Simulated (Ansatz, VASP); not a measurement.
## One calculation of W, two programs

INCAR

```
SYSTEM = W
ALGO = Fast
EDIFF = 1E-6
ENCUT = 520
GGA = PE
ISIF = 2
ISMEAR = -1
LASPH = .TRUE.
LCHARG = .TRUE.
LELF = .TRUE.
LREAL = .FALSE.
LVHAR = .TRUE.
LWAVE = .FALSE.
NBANDS = 13
NELM = 100
PREC = Accurate
SIGMA = 0.4
```

The input KPOINTS:

```
k-points
0
G
  20 20 20
  0 0 0
```

Contents of POSCAR:

```
W
1.0
   -1.5973000000      1.5973000000      1.6372325000
    1.5973000000     -1.5973000000      1.6372325000
    1.5973000000      1.5973000000     -1.6372325000
W
1
Direct
    0.0000000000      0.0000000000      0.0000000000
```

Input for Ansatz:

```yaml
crystal:
  lattice:
    - [-1.5973, 1.5973, 1.6372325]
    - [1.5973, -1.5973, 1.6372325]
    - [1.5973, 1.5973, -1.6372325]
  atoms:
    - { symbol: W, position: [0.0, 0.0, 0.0] }
basis:
  ecutwfc: 420
kpoints:
  mp_grid: { grid: [20, 20, 20] }
hamiltonian:
  xc: pbe
scf:
  occupations: { method: fermi_dirac, width: 0.4 }
output:
  forces: true
  stress: true
  eigenvalues: true
```

Change from the starting cell: strain +0.000 along x and y, +0.025 along z, atoms carried along.

Alike in both runs: task single point; functional PBE; k mesh 20 × 20 × 20; occupations fermi-dirac, width 0.4 eV; no spin polarisation.

|  | VASP | Ansatz |
| --- | --- | --- |
| version | VASP 6.6.1 | Ansatz 0.2.0 |
| potentials or method | VASP PAW PBE potentials, release 64 (W_sv), cutoff 520 eV | scalar-relativistic, plane waves, PAW |
| valence electrons in the cell | 14 | 14 |

|  | VASP | Ansatz | Ansatz less VASP |
| --- | --- | --- | --- |
| gap on the k mesh at the Fermi level (eV) | none | none | - |
| pressure (GPa) | -8.0 | -8.3 | -0.35 |
| traceless stress, the component that is largest in VASP (GPa) | -3.81 | -3.81 | 0.000 |

A gap of «none» marks a metal or a gap that the smearing closes.

Spin-orbit coupling is off throughout.
